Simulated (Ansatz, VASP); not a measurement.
**Si in VASP and in Ansatz**

File INCAR:

```
AGGAC = 1.0
AGGAX = 1.0
ALDAC = 0.0
ALDAX = 1.0
ALGO = Normal
EDIFF = 1E-6
ENCUT = 520
GGA = B5
ISIF = 2
ISMEAR = -1
LASPH = T
LCHARG = F
LREAL = F
LWAVE = F
NBANDS = 16
NELM = 80
PREC = Accurate
SIGMA = 0.1
```

File KPOINTS:

```
k-points
0
Gamma
  14 14 4
```

File POSCAR:

```
Si
1.0
    2.9100837408      0.0000000000      0.0000000000
   -1.4550418704      2.5202064467      0.0000000000
    0.0000000000      0.0000000000      9.6967941859
Si
4
Direct
    0.0000000000      0.0000000000      0.0000000000
    0.0000000000      0.0000000000      0.5000000000
    0.3333333333      0.6666666667      0.2500000000
    0.6666666667      0.3333333333      0.7500000000
```

Input for Ansatz:

```yaml
crystal:
  lattice:
    - [2.9100837408, 0.0, 0.0]
    - [-1.4550418704, 2.5202064467, 0.0]
    - [0.0, 0.0, 9.6967941859]
  atoms:
    - { symbol: Si, position: [0.0, 0.0, 0.0] }
    - { symbol: Si, position: [0.0, 0.0, 0.5] }
    - { symbol: Si, position: [0.3333333333, 0.6666666667, 0.25] }
    - { symbol: Si, position: [0.6666666667, 0.3333333333, 0.75] }
hamiltonian:
  xc: blyp
  pseudopotentials:
    kind: paw
    azcp:
      Si: "pseudopotentials/Si.paw.azcp"
basis:
  ecutwfc: 420
  fft_grid_basis: typed
kpoints:
  mp_grid: { grid: [14, 14, 4], shift: [0, 0, 0] }
magnetization:
  spin_polarized: false
scf:
  occupations: { method: fermi_dirac, width: 0.1 }
  lower_state_search: "off"
output:
  stress: true
```

Alike in both runs: task single point; functional BLYP; k mesh 14 × 14 × 4; occupations fermi-dirac, width 0.1 eV; no spin polarisation.

|  | VASP | Ansatz |
| --- | --- | --- |
| version | VASP 6.6.1 | Ansatz 0.2.0 |
| potentials or method | VASP PAW PBE potentials, release 64 (Si), cutoff 520 eV | plane waves (420 eV) with PAW, scalar-relativistic |
| valence electrons in the cell | 16 | 16 |

VASP gave:

```
pressure (GPa)                                                : -3.0
traceless stress, the component that is largest in VASP (GPa) : 1.31
```

**Question.** What did Ansatz give for the same quantities?

**Answer.** Pressure (GPa): -3.3; traceless stress, the component that is largest in VASP (GPa): 1.31.

VASP's potentials were made for PBE, not for BLYP. With one functional, cell and mesh, what is left measures potentials, basis and numerics.
